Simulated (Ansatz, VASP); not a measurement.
# Li2S: VASP beside Ansatz

Contents of POSCAR:

```
Li2S
1.0
    0.0000000000      2.6816899481      2.6816899481
    2.6816899481      0.0000000000      2.6816899481
    2.6816899481      2.6816899481      0.0000000000
Li S
2 1
Direct
    0.2500000000      0.2500000000      0.2500000000
    0.7500000000      0.7500000000      0.7500000000
    0.0000000000      0.0000000000      0.0000000000
```

File INCAR.step1:

```
PREC = Accurate
ENCUT = 830
ISMEAR = 0
SIGMA = 0.01
LREAL = False
LASPH = True
NELM = 120
NBANDS = 13
GGA = PE
ALGO = Normal
EDIFF = 1E-5
LWAVE = True
LCHARG = False
GGA_COMPAT = False
```

The input INCAR.step2:

```
PREC = Accurate
ENCUT = 830
EDIFF = 1E-6
ISMEAR = 0
SIGMA = 0.01
LREAL = False
LASPH = True
NELM = 120
ALGO = Normal
ISIF = 2
LWAVE = False
LCHARG = False
METAGGA = R2SCAN
LMIXTAU = True
NBANDS = 13
ISTART = 1
GGA_COMPAT = False
```

KPOINTS

```
Automatic mesh
0
Gamma
  8 8 8
```

Input for Ansatz:

```yaml
crystal:
  lattice:
    - [0.0, 2.6816899481, 2.6816899481]
    - [2.6816899481, 0.0, 2.6816899481]
    - [2.6816899481, 2.6816899481, 0.0]
  atoms:
    - { symbol: Li, position: [0.25, 0.25, 0.25] }
    - { symbol: Li, position: [0.75, 0.75, 0.75] }
    - { symbol: S, position: [0.0, 0.0, 0.0] }
kpoints:
  mp_grid: { grid: [8, 8, 8] }
  band_path:
    path:
      - [0.0, 0.0, 0.0]
      - [0.5, 0.0, 0.5]
      - [0.625, 0.25, 0.625]
      - [0.375, 0.375, 0.75]
      - [0.5, 0.5, 0.5]
      - [0.5, 0.25, 0.75]
      - [0.0, 0.5, 0.5]
    npoints: 1
hamiltonian:
  xc: r2scan
scf:
  occupations: { method: fixed }
  n_extra_bands: 4
output:
  forces: true
  stress: true
  eigenvalues: true
```

Change from the starting cell: hydrostatic strain -5.8%.

Alike in both runs: task single point; functional r2SCAN; k mesh 8 × 8 × 8; no spin polarisation.

|  | VASP | Ansatz |
| --- | --- | --- |
| version | VASP 6.6.1 | Ansatz 0.2.0 |
| potentials or method | VASP PAW PBE potentials, release 64 (Li_sv, S) | plane waves, PAW |
| plane-wave cutoff (eV) | 830 | 500 |
| occupations | gaussian, width 0.01 eV | fixed |
| valence electrons in the cell | 12 | 12 |

Ansatz gave:

| Item | Value |
| --- | --- |
| gap on the k mesh at the Fermi level (eV) | 3.71 |
| pressure (GPa) | 10.6 |

Question: Which values does VASP return?

Answer: gap on the k mesh at the Fermi level (eV): 3.70; pressure (GPa): 10.0.

VASP's potentials were made for PBE, not for r2SCAN.
